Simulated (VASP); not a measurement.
A run of VASP 6.6.1 is set up as follows.

INCAR

```
ALGO     = Normal         # electronic algorithm
EDIFF    = 1E-6           # SCF threshold, eV
ENCUT    = 520            # plane-wave cutoff, eV
GGA      = CA             # functional
ISIF     = 2              # what is computed and relaxed
ISMEAR   = -1             # smearing method
LASPH    = True           # aspherical terms in the spheres
LCHARG   = False          # write CHGCAR
LREAL    = False          # projectors in reciprocal space
LWAVE    = False          # write WAVECAR
NBANDS   = 10             # bands
NELM     = 100            # most SCF steps
PREC     = Accurate       # precision mode
SIGMA    = 0.05           # smearing width, eV
```

KPOINTS

```
k-points
0
Gamma
  9 9 9
```

Contents of POSCAR:

```
Na
1.0
   -2.1266304395      2.1266304395      2.1266304395
    2.1266304395     -2.1266304395      2.1266304395
    2.1266304395      2.1266304395     -2.1266304395
Na
1
Direct
    0.0000000000      0.0000000000      0.0000000000
```

Potentials or basis: VASP PAW LDA potentials, release 64 (Na_pv).

The run is started by

```console
$ cat potpaw_LDA.64/Na_pv/POTCAR > POTCAR
$ mpirun -np 1 vasp_std > vasp.out
```

Task: Predict the pressure.

Result: -1.0 GPa.
